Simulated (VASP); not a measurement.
# Al36N37 (a cell with a defect) in VASP: a series of runs, part 3 of 3

VASP 6.6.1. Earlier steps stand in the parts before.

## (4) Single point, PBE, collinear spin

File INCAR:

```
SYSTEM = Al36N37
ALGO     = Normal         ! electronic algorithm
EDIFF    = 1E-6           ! SCF threshold, eV
ENCUT    = 520            ! plane-wave cutoff, eV
GGA      = PE             ! functional
ISIF     = 2              ! what is computed and relaxed
ISMEAR   = 0              ! smearing method
ISPIN    = 2              ! spin polarisation
LASPH    = .True.         ! aspherical terms in the spheres
LCHARG   = .False.        ! write CHGCAR
LORBIT   = 11             ! projections on sites
LREAL    = Auto         
LWAVE    = .False.        ! write WAVECAR
MAGMOM   = 0.1 0 0 0 0 0 0 0 0 0 0 0 0.1 0 0 0 0.1 0 0 0.1 0 0 0 0.1 0 0 0 0 0 0 0 0 0 0 0 0.1 0 0 0 0 0 0 0 0 0 0 0 0 0 0 0 0 0 0 0.1 0 0 0 0.1 0 0 0 0 0 0 0 0 0 0 0 0.1 0 0.1 ! initial moments
NBANDS   = 192            ! bands
NELM     = 150            ! most SCF steps
PREC     = Accurate       ! precision mode
SIGMA    = 0.01           ! smearing width, eV
```

File KPOINTS:

```
k-points
0
Gamma
  1 1 1
  0 0 0
```

File POSCAR:

```
Al36N37
1.0
    9.3906252598      0.0000000000      0.0000000000
   -4.6953126299      8.1325200324      0.0000000000
    0.0000000000      0.0000000000     10.0360866438
Al N
36 37
Direct
    0.2232700163      0.1116350081      0.2517291588
    0.2236317970      0.1118158985      0.7448678848
    0.2253931883      0.4507863766      0.2527859110
    0.2219755689      0.4439511378      0.7503244461
    0.2253931883      0.7746068117      0.2527859110
    0.2219755689      0.7780244311      0.7503244461
    0.5552832359      0.1105664718      0.2491943042
    0.5558616091      0.1117232183      0.7498779606
    0.5552832359      0.4447167641      0.2491943042
    0.5558616091      0.4441383909      0.7498779606
    0.5492136234      0.7746068117      0.2527859110
    0.5560488622      0.7780244311      0.7503244461
    0.8883649919      0.1116350081      0.2517291588
    0.8881841015      0.1118158985      0.7448678848
    0.8894335282      0.4447167641      0.2491943042
    0.8882767817      0.4441383909      0.7498779606
    0.8883649919      0.7767299837      0.2517291588
    0.8881841015      0.7763682030      0.7448678848
    0.1115611330      0.2231222660      0.4986918731
    0.1103595624      0.2207191248      0.9980791682
    0.1106299622      0.5553149811      0.5018607333
    0.1110951283      0.5555475641      0.9995857017
    0.1115611330      0.8884388670      0.4986918731
    0.1103595624      0.8896404376      0.9980791682
    0.4455879859      0.2227939930      0.4988513576
    0.4466611814      0.2233305907      0.9992220797
    0.4446850189      0.5553149811      0.5018607333
    0.4444524359      0.5555475641      0.9995857017
    0.4446850189      0.8893700378      0.5018607333
    0.4444524359      0.8889048717      0.9995857017
    0.7772060070      0.2227939930      0.4988513576
    0.7766694093      0.2233305907      0.9992220797
    0.7772060070      0.5544120141      0.4988513576
    0.7766694093      0.5533388186      0.9992220797
    0.7768777340      0.8884388670      0.4986918731
    0.7792808752      0.8896404376      0.9980791682
    0.2228111575      0.1114055787      0.4421069660
    0.2316436764      0.1158218382      0.9332830674
    0.2232429435      0.4464858870      0.4431452824
    0.2220404070      0.4440808140      0.9415295985
    0.2232429435      0.7767570565      0.4431452824
    0.2220404070      0.7779595930      0.9415295985
    0.5552537551      0.1105075101      0.4400877039
    0.5556017240      0.1112034481      0.9411051583
    0.5552537551      0.4447462449      0.4400877039
    0.5556017240      0.4443982760      0.9411051583
    0.5535141130      0.7767570565      0.4431452824
    0.5559191860      0.7779595930      0.9415295985
    0.8885944213      0.1114055787      0.4421069660
    0.8841781618      0.1158218382      0.9332830674
    0.8894924899      0.4447462449      0.4400877039
    0.8887965519      0.4443982760      0.9411051583
    0.8885944213      0.7771888425      0.4421069660
    0.8841781618      0.7683563236      0.9332830674
    0.1156787223      0.2313574446      0.1995498178
    0.1113792744      0.2227585487      0.6892792860
    0.1114970253      0.5557485127      0.1911410864
    0.1107129997      0.5553564998      0.6924526312
    0.1156787223      0.8843212777      0.1995498178
    0.1113792744      0.8886207256      0.6892792860
    0.4442499263      0.2221249632      0.1906025270
    0.4463365377      0.2231682688      0.6888788887
    0.4442514873      0.5557485127      0.1911410864
    0.4446435002      0.5553564998      0.6924526312
    0.4442514873      0.8885029747      0.1911410864
    0.4446435002      0.8892870003      0.6924526312
    0.7778750368      0.2221249632      0.1906025270
    0.7768317312      0.2231682688      0.6888788887
    0.7778750368      0.5557500737      0.1906025270
    0.7768317312      0.5536634623      0.6888788887
    0.7686425554      0.8843212777      0.1995498178
    0.7772414513      0.8886207256      0.6892792860
    0.0000000000      0.0000000000      0.0794688886
```

On the command line:

```bash
> cat potpaw_PBE.64/Al/POTCAR potpaw_PBE.64/N/POTCAR > POTCAR
> mpirun -np 1 vasp_gam > vasp.out
```

Run time: 15 min. Hardware: 1 thread of AMD EPYC 7R43 (Zen 3), shared host; peak memory 1 GiB.

It converged, with:

- Free energy: -533.6731 eV
- Pressure: 1.9 GPa
- Largest force: 0.010 eV/Å
- Band gap on the k mesh: 1.28 eV
- Net moment: 3.00 μB per cell
- Site moments: Al -0.00, +0.00, +0.02; N +0.00, +0.12, +0.01, +0.16, -0.00, +1.22 μB
- Valence electrons inside the program's atomic spheres: Al 0.78, 0.80, 0.81, 0.79, 0.76; N 3.86, 3.84, 3.85, 3.82, 3.65

Forces on the atoms (eV/Å):
```
Al   0.001  0.001  0.006
Al  -0.003 -0.002 -0.005
Al   0.000  0.001  0.004
Al   0.000  0.001 -0.005
Al   0.001  0.000  0.004
Al   0.001  0.000 -0.005
Al   0.000  0.000  0.004
Al   0.000 -0.002 -0.001
Al   0.000  0.000  0.004
Al  -0.002  0.001 -0.001
Al  -0.001  0.000  0.004
Al  -0.001  0.000 -0.005
Al  -0.001  0.001  0.006
Al   0.003 -0.002 -0.005
Al   0.000  0.000  0.004
Al   0.002  0.001 -0.001
Al   0.000 -0.001  0.006
Al   0.000  0.004 -0.005
Al   0.000  0.002 -0.005
Al   0.000 -0.002  0.004
Al   0.000  0.000 -0.006
Al  -0.005 -0.003  0.008
Al   0.001 -0.001 -0.005
Al  -0.001  0.001  0.004
Al   0.000  0.000 -0.004
Al   0.002  0.001  0.008
Al   0.000  0.000 -0.006
Al   0.005 -0.003  0.008
Al   0.000  0.000 -0.006
Al   0.000  0.006  0.008
Al   0.000  0.000 -0.004
Al  -0.002  0.001  0.008
Al   0.000  0.000 -0.004
Al   0.000 -0.003  0.008
Al  -0.001 -0.001 -0.005
Al   0.001  0.001  0.004
N    0.001  0.001  0.004
N    0.004  0.002 -0.005
N    0.000  0.000  0.001
N    0.000  0.006 -0.003
N    0.000  0.000  0.001
N    0.005 -0.003 -0.003
N    0.000  0.000  0.001
N    0.000 -0.002 -0.001
N    0.000  0.000  0.001
N   -0.002  0.001 -0.001
N    0.000  0.000  0.001
N   -0.005 -0.003 -0.003
N   -0.001  0.001  0.004
N   -0.004  0.002 -0.005
N    0.000  0.000  0.001
N    0.002  0.001 -0.001
N    0.000 -0.001  0.004
N    0.000 -0.005 -0.005
N    0.000 -0.007 -0.005
N    0.000 -0.001  0.004
N    0.002  0.001 -0.005
N    0.001  0.001  0.005
N   -0.006  0.003 -0.005
N    0.000  0.000  0.004
N    0.001  0.000 -0.007
N    0.000  0.000  0.002
N   -0.002  0.001 -0.005
N   -0.001  0.001  0.005
N    0.000 -0.003 -0.005
N    0.000 -0.001  0.005
N   -0.001  0.000 -0.007
N    0.000  0.000  0.002
N    0.000 -0.001 -0.007
N    0.000  0.000  0.002
N    0.006  0.003 -0.005
N    0.000  0.000  0.004
N    0.000  0.000  0.002
```

Stress tensor (GPa, compression positive):
```
2.71 0.00 0.00
0.00 2.71 0.00
0.00 0.00 0.41
```

Levels at points of the mesh, in eV from the valence-band top:
Spin up:
| k point | band 145 | band 146 | band 147 | band 148 | band 149 | band 150 | band 151 | band 152 |
| --- | --- | --- | --- | --- | --- | --- | --- | --- |
| (0.00, 0.00, 0.00) | -0.66 | -0.08 | 0.00 | 0.00 | 3.46 | 4.44 | 4.49 | 5.05 |
Spin down:
| k point | band 142 | band 143 | band 144 | band 145 | band 146 | band 147 | band 148 | band 149 |
| --- | --- | --- | --- | --- | --- | --- | --- | --- |
| (0.00, 0.00, 0.00) | -1.08 | -0.82 | -0.82 | -0.59 | 1.28 | 1.28 | 1.59 | 3.49 |

Caveat: the k points lie up to 0.77 Å⁻¹ apart.
